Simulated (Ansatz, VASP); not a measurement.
Given: the input of a run of Ansatz 0.2.0 on CuSn3.

The input input.yaml:

```yaml
crystal:
  lattice:
    - [-2.262643715, 2.262643715, 4.77328992]
    - [2.262643715, -2.262643715, 4.77328992]
    - [2.262643715, 2.262643715, -4.77328992]
  atoms:
    - { symbol: Sn, position: [0.5, 0.5, 0.0] }
    - { symbol: Sn, position: [0.25, 0.75, 0.5] }
    - { symbol: Sn, position: [0.75, 0.25, 0.5] }
    - { symbol: Cu, position: [0.0, 0.0, 0.0] }
kpoints:
  mp_grid: { grid: [8, 8, 8] }
scf:
  occupations: { method: fermi_dirac, width: 0.05 }
hamiltonian:
  xc: pbesol
  pseudopotentials: { kind: all_electron, lapw: { basis_error: 0.002 } }
output:
  forces: true
  stress: true
  eigenvalues: true
```

Potentials or basis: all-electron LAPW, scalar-relativistic.

Launch:

```sh
$ ansatz run input.yaml --threads 2 --pin off --max-ram 8192MiB --backend cpu --events-out ev --progress --plain --runs-dir out
```

Q: Set up the same calculation for VASP 6.6.1. Potentials there: VASP PAW PBE potentials, release 64 (Sn_d, Cu).

A: As run (the cutoff follows the program's own potentials):

Contents of INCAR:

```
ALGO = Fast
EDIFF = 1E-7
ENCUT = 520
GGA = PS
ISIF = 2
ISMEAR = -1
LASPH = T
LCHARG = F
LREAL = F
LWAVE = F
NBANDS = 34
NELM = 60
PREC = Accurate
SIGMA = 0.05
```

Contents of KPOINTS:

```
k-points
0
Gamma
  8 8 8
```

File POSCAR:

```
CuSn3
1.0
   -2.2626437150      2.2626437150      4.7732899200
    2.2626437150     -2.2626437150      4.7732899200
    2.2626437150      2.2626437150     -4.7732899200
Sn Cu
3 1
Direct
    0.5000000000      0.5000000000      0.0000000000
    0.2500000000      0.7500000000      0.5000000000
    0.7500000000      0.2500000000      0.5000000000
    0.0000000000      0.0000000000      0.0000000000
```

Potentials or basis: VASP PAW PBE potentials, release 64 (Sn_d, Cu).

The run is started by

```bash
$ cat potpaw_PBE.64/Sn_d/POTCAR potpaw_PBE.64/Cu/POTCAR > POTCAR
$ mpirun -np 1 vasp_std > vasp.out
```

Both were run:

|  | VASP | Ansatz | Ansatz less VASP |
| --- | --- | --- | --- |
| gap on the k mesh at the Fermi level (eV) | none | none | - |
| pressure (GPa) | -4.1 | -4.1 | +0.02 |
| traceless stress, the component that is largest in VASP (GPa) | 0.14 | 0.14 | -0.002 |

VASP's potentials were made for PBE, not for PBEsol. A gap of «none» marks a metal or a gap that the smearing closes. Ansatz ran all-electron here, and VASP with PAW potentials.
